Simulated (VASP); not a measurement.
# Pt in VASP: single point with PBE

Aim: the single point of Pt with PBE.

Program: VASP 6.6.1. These are calculated values, not measurements. Logs are shortened: lines on timing, memory, paths and dates and some standing lists are left out, and cuts for length are marked.

**1. The cell of the first run**

The typed cell holds 1 atom: a = 2.692 Å, b = 2.692 Å, c = 3.108 Å, α = 54.73°, β = 54.73°, γ = 70.53°.

**2. Single point, PBE**

The input, INCAR:

```
SYSTEM = Pt
PREC = Accurate ; ENCUT = 520
EDIFF = 1E-6 ; ISMEAR = 0
SIGMA = 0.15 ; LREAL = .FALSE.
LASPH = .TRUE. ; NELM = 100
ALGO = Normal ; ISIF = 2
LWAVE = .FALSE. ; LCHARG = .TRUE.
GGA = PE ; LELF = .TRUE.
LVHAR = .TRUE. ; NBANDS = 11
```

The input, KPOINTS:

```
regular mesh
0
G
  12 12 12
  0 0 0
```

The input, POSCAR:

```
Pt
1.0
    0.0000000000      2.1977790799      1.5538298095
    2.1977790799      0.0000000000      1.5538298095
    2.1977790799      2.1977790799      0.0000000000
Pt
1
Direct
    0.0000000000      0.0000000000      0.0000000000
```

Potentials or basis: VASP PAW PBE potentials, release 64 (Pt).

Run with:

```
cat potpaw_PBE.64/Pt/POTCAR > POTCAR
mpirun -np 1 vasp_std > vasp.out
```

OUTCAR:

```text
SYSTEM = Pt
   PREC = Accurate
   ENCUT = 520
   EDIFF = 1E-6
   ISMEAR = 0
   LREAL = .FALSE.
   LASPH = .TRUE.
   NELM = 100
   ISIF = 2
   GGA = PE

 ion  position               nearest neighbor table
   1  0.000  0.000  0.000-

  LATTYP: Found a body centered tetragonal cell.
 ALAT       =     3.1081289819
 C/A-ratio  =     0.9998489886

  Lattice vectors:

 A1 = (   0.0000000000,  -2.1977790799,  -1.5538298095)
 A2 = (   0.0000000000,   2.1977790799,  -1.5538298095)
 A3 = (   2.1977790799,   0.0000000000,   1.5538298095)

Analysis of symmetry for initial positions (statically):
=====================================================================
 Subroutine PRICEL returns:
 Original cell was already a primitive cell.

 Routine SETGRP: Setting up the symmetry group for a
 body centered tetragonal supercell.

 Subroutine GETGRP returns: Found 16 space group operations
 (whereof 16 operations were pure point group operations)
 out of a pool of 16 trial point group operations.

The static configuration has the point symmetry D_4h.

Analysis of symmetry for dynamics (positions and initial velocities):
=====================================================================
 Subroutine PRICEL returns:
 Original cell was already a primitive cell.

 Routine SETGRP: Setting up the symmetry group for a
 body centered tetragonal supercell.

 Subroutine GETGRP returns: Found 16 space group operations
 (whereof 16 operations were pure point group operations)
 out of a pool of 16 trial point group operations.

The dynamic configuration has the point symmetry D_4h.

 Subroutine INISYM returns: Found 16 space group operations
 (whereof 16 operations are pure point group operations),
 and found     1 'primitive' translations

----------------------------------------------------------------------------------------

                                     Primitive cell

  volume of cell :      15.0107

  direct lattice vectors                    reciprocal lattice vectors
     0.000000000  2.197779080  1.553829810    -0.227502393  0.227502393  0.321785563
     2.197779080  0.000000000  1.553829810     0.227502393 -0.227502393  0.321785563
     2.197779080  2.197779080  0.000000000     0.227502393  0.227502393 -0.321785563

  length of vectors
     2.691583170  2.691583170  3.108128982     0.455039148  0.455039148  0.455039148

  position of ions in fractional coordinates (direct lattice)
     0.000000000  0.000000000  0.000000000

  ion indices of the primitive-cell ions
   primitive index   ion index
                 1           1

----------------------------------------------------------------------------------------

 KPOINTS: regular mesh

Automatic generation of k-mesh.
 Grid dimensions read from file:
 generate k-points for:   12   12   12

 Generating k-lattice:

  Cartesian coordinates                     Fractional coordinates (reciprocal lattice)
    -0.018958533  0.018958533  0.026815464     0.083333333  0.000000000  0.000000000
     0.018958533 -0.018958533  0.026815464     0.000000000  0.083333333  0.000000000
     0.018958533  0.018958533 -0.026815464    -0.000000000 -0.000000000  0.083333333

  Length of vectors
     0.037919929  0.037919929  0.037919929

  Shift w.r.t. Gamma in fractional coordinates (k-lattice)
     0.000000000  0.000000000  0.000000000

 Subroutine IBZKPT returns following result:
 ===========================================

 Found    163 irreducible k-points:

 Following reciprocal coordinates:
            Coordinates               Weight
  0.000000  0.000000  0.000000      1.000000
  0.083333  0.000000  0.000000      8.000000
  0.166667  0.000000  0.000000      8.000000
  0.250000  0.000000  0.000000      8.000000
  0.333333  0.000000  0.000000      8.000000
  0.416667  0.000000  0.000000      8.000000
[... 16 lines left out ...]
  0.500000  0.166667  0.000000      8.000000
 -0.416667  0.166667  0.000000      8.000000
 [... further k-points ...]
   k-points           NKPTS =    163   k-points in BZ     NKDIM =    163   number of bands    NBANDS=     11
   number of dos      NEDOS =    301   number of ions     NIONS =      1
   total plane-waves  NPLWV =   9600
   dimension x,y,z NGX =    20 NGY =   20 NGZ =   24
   dimension x,y,z NGXF=    40 NGYF=   40 NGZF=   48
   ions per type =               1
   NGX,Y,Z   is equivalent  to a cutoff of  12.35, 12.35, 12.84 a.u.
   NGXF,Y,Z  is equivalent  to a cutoff of  24.71, 24.71, 25.67 a.u.
 SYSTEM =  Pt
   PREC   = accura    normal or accurate (medium, high low for compatibility)
   ISTART =      0    job   : 0-new  1-cont  2-samecut
   ICHARG =      2    charge: 1-file 2-atom 10-const
   ISPIN  =      1    spin polarized calculation?
   LNONCOLLINEAR =      F non collinear calculations
   LSORBIT =      F    spin-orbit coupling
   LASPH  =      T    aspherical Exc in radial PAW
   ENCUT  =  520.0 eV  38.22 Ry    6.18 a.u.   5.00  5.00  5.78*2*pi/ulx,y,z
   NELM   =    100;   NELMIN=  2; NELMDL= -5     # of ELM steps
   EDIFF  = 0.1E-05   stopping-criterion for ELM
   LREAL  =      F    real-space projection
   EDIFFG = 0.1E-04   stopping-criterion for IOM
   NSW    =      0    number of steps for IOM
   IBRION =     -1    ionic relax: 0-MD 1-quasi-New 2-CG
   NFREE  =      0    steps in history (QN), initial steepest desc. (CG)
   ISIF   =      2    stress and relaxation
   ISYM   =      2    0-nonsym 1-usesym 2-fastsym
   POTIM  = 0.5000    time-step for ionic-motion
   TEBEG  =    0.0;   TEEND  =   0.0 temperature during run
   PSTRESS=    0.0 pullay stress
   NELECT =      10.0000    total number of electrons
   NUPDOWN=      -1.0000    fix difference up-down
   EMIN   =  10.00;   EMAX   =-10.00  energy-range for DOS
   EFERMI =   0.00;   METHOD = LEGACY
   ISMEAR =     0;   SIGMA  =   0.15  broadening in eV -4-tet -1-fermi 0-gaus
   EFERMI_NEDOS =   21; number of points for ismear=-14 and -15
   IALGO  =     38    algorithm
   IMIX   =      4    mixing-type and parameters
     AMIX     =   0.40;   BMIX     =  1.00
     AMIX_MAG =   1.60;   BMIX_MAG =  1.00
  volume/ion in A,a.u.               =      15.01       101.30
  Fermi-wavevector in a.u.,A,eV,Ry     =   1.429797  2.701924 27.814648  2.044319
  Thomas-Fermi vector in A             =   2.549712
   LORBIT       =      0    0 simple, 1 ext, 2 COOP (PROOUT), +10 PAW based schemes
   GGA     = PE    functional components
   LHFCALC =     F    Hartree Fock is set to
   AEXX    =    0.0000 exact exchange contribution
   IVDW    =     0    specifies the selected vdW correction
   LEPSILON=     F    determine dielectric tensor
   LRPA    =     F    only Hartree local field effects (RPA)
 non-spin polarized calculation
 Gauss-broadening in eV      SIGMA  =   0.15
  energy-cutoff  :      520.00
  volume of cell :       15.01
 maximum number of plane-waves:       420
   NGX =  9   NGY =  9   NGZ = 11

 number of electron      10.0000001 magnetization

 Free energy of the ion-electron system (eV)
  ---------------------------------------------------
  ext. energy  EPLUGINS =         0.00000000
  ---------------------------------------------------
  free energy    TOTEN  =        -5.98820727 eV

  energy without entropy =       -5.98068407  energy(sigma->0) =       -5.98444567

 E-fermi :  11.0619     XC(G=0): -13.5098

 val. band max:       11.0077852777   @ k =  -0.4167   0.5000   0.0833
 cond. band min:      11.1030696515   @ k =  -0.3333   0.4167   0.2500
 fundamental gap:      0.0952843738
 Fermi energy:        11.0618678181

 k-point     1 :       0.0000    0.0000    0.0000
  band No.  band energies     occupation
      1       1.0998      2.00000
      2       7.3729      2.00000
      3       7.3743      2.00000
      4       7.3743      2.00000
      5      10.0489      2.00000
      6      10.0507      2.00000
      7      28.2094      0.00000
      8      28.2094      0.00000
      9      28.2124      0.00000
     10      38.8995      0.00000
     11      38.9015      0.00000

 k-point     2 :       0.0833    0.0000    0.0000
  band No.  band energies     occupation
      1       1.3953      2.00000
      2       7.2539      2.00000
      3       7.3711      2.00000
      4       7.6161      2.00000
      5       9.8984      2.00000
      6      10.0576      2.00000
      7      28.3489      0.00000
      8      28.4797      0.00000
      9      28.6536      0.00000
     10      36.1403      0.00000
     11      36.8052      0.00000

 k-point     3 :       0.1667    0.0000    0.0000
  band No.  band energies     occupation
      1       2.2168      2.00000
      2       6.9413      2.00000
      3       7.3362      2.00000
      4       8.3193      2.00000
      5       9.6387      2.00000
      6      10.0911      2.00000
      7      28.3172      0.00000
      8      28.3984      0.00000
      9      29.9186      0.00000
     10      34.3421      0.00000
     11      34.4301      0.00000

 k-point     4 :       0.2500    0.0000    0.0000
  band No.  band energies     occupation
      1       3.2879      2.00000
      2       6.5436      2.00000
      3       7.4071      2.00000
      4       9.3994      2.00000
      5       9.5866      2.00000
      6      10.1636      2.00000
      7      26.1105      0.00000
      8      27.2934      0.00000
      9      31.8183      0.00000
     10      33.5713      0.00000
     11      34.3268      0.00000
[... 239 lines left out ...]
 k-point    22 :       0.4167    0.1667    0.0000
  band No.  band energies     occupation
      1       4.9727      2.00000
      2       6.9230      2.00000
      3       7.2630      2.00000
      4       9.0487      2.00000
      5      11.6422      0.00000
      6      13.0283      0.00000
      7      19.9374      0.00000
      8      26.2512      0.00000
      9      26.5378      0.00000
     10      32.6198      0.00000
     11      38.0193      0.00000

 k-point    23 :       0.5000    0.1667    0.0000
  band No.  band energies     occupation
      1       4.9004      2.00000
      2       6.8452      2.00000
      3       7.4834      2.00000
      4       8.9525      2.00000
      5      12.1509      0.00000
      6      14.6964      0.00000
      7      17.7770      0.00000
      8      25.4810      0.00000
      9      26.3215      0.00000
     10      32.9546      0.00000
     11      38.3800      0.00000

 k-point    24 :      -0.4167    0.1667    0.0000
  band No.  band energies     occupation
      1       4.9727      2.00000
      2       6.9231      2.00000
      3       7.2627      2.00000
      4       9.0485      2.00000
      5      11.6425      0.00000
      6      13.0269      0.00000
      7      19.9392      0.00000
      8      26.2506      0.00000
      9      26.5384      0.00000
     10      32.6223      0.00000
     11      37.9613      0.00000

 [... further k-points ...]

------------------------ aborting loop because EDIFF is reached ----------------------------------------

  FORCE on cell =-STRESS in cart. coord.  units (eV):
  Direction    XX          YY          ZZ          XY          YZ          ZX
  --------------------------------------------------------------------------------------
  -------------------------------------------------------------------------------------
  Total        1.3028461      1.3028461      1.3018614      0.0000000     -0.0000000      0.0000000
  in kB      139.0599920    139.0599920    138.9548870      0.0000000     -0.0000000      0.0000000
  external PRESSURE =     139.0249570 kB  Pullay stress =       0.0000000 kB

 VOLUME and BASIS-vectors are now :
 -----------------------------------------------------------------------------
  energy-cutoff  :      520.00
  volume of cell :       15.01
      direct lattice vectors                 reciprocal lattice vectors
     0.000000000  2.197779080  1.553829810    -0.227502393  0.227502393  0.321785563
     2.197779080  0.000000000  1.553829810     0.227502393 -0.227502393  0.321785563
     2.197779080  2.197779080  0.000000000     0.227502393  0.227502393 -0.321785563

 POSITION                                       TOTAL-FORCE (eV/Angst)
 -----------------------------------------------------------------------------------
      0.00000      0.00000      0.00000        -0.000000     -0.000000      0.000000
 -----------------------------------------------------------------------------------
    total drift:                                0.000000     -0.000000     -0.000000

  FREE ENERGIE OF THE ION-ELECTRON SYSTEM (eV)
  ---------------------------------------------------
  free  energy   TOTEN  =        -5.9882072654 eV

  energy  without entropy=       -5.9806840731  energy(sigma->0) =       -5.98444567
```

It took 28 s on 1 thread of Intel Xeon 8259CL, shared host; peak memory 0.15 GiB.

Results:

```yaml
Free_energy: -5.9882 eV
Pressure: 13.9 GPa
Band_gap_on_the_k_mesh: zero (band 5 reaches 12.26 eV, above the bottom of band 6 at 9.88 eV)
```

Levels at points of the mesh, in eV from the Fermi level:
| k point | band 1 | band 2 | band 3 | band 4 | band 5 | band 6 | band 7 | band 8 | band 9 | band 10 |
| --- | --- | --- | --- | --- | --- | --- | --- | --- | --- | --- |
| (0.00, 0.00, 0.00) | -9.96 | -3.69 | -3.69 | -3.69 | -1.01 | -1.01 | 17.15 | 17.15 | 17.15 | 27.84 |
| (0.50, 0.00, 0.00) | -6.99 | -5.23 | -1.19 | -0.65 | 0.18 | 1.24 | 6.82 | 13.34 | 16.37 | 24.36 |
| (0.50, 0.50, 0.00) | -6.52 | -6.52 | 0.66 | 0.66 | 0.66 | 7.86 | 7.86 | 7.86 | 13.63 | 19.84 |
| (0.50, 0.00, 0.50) | -6.99 | -5.23 | -1.20 | -0.65 | 0.18 | 1.24 | 6.82 | 13.34 | 16.37 | 24.36 |

Caveat: spin-orbit coupling is left out, which moves the levels of the heavy elements.
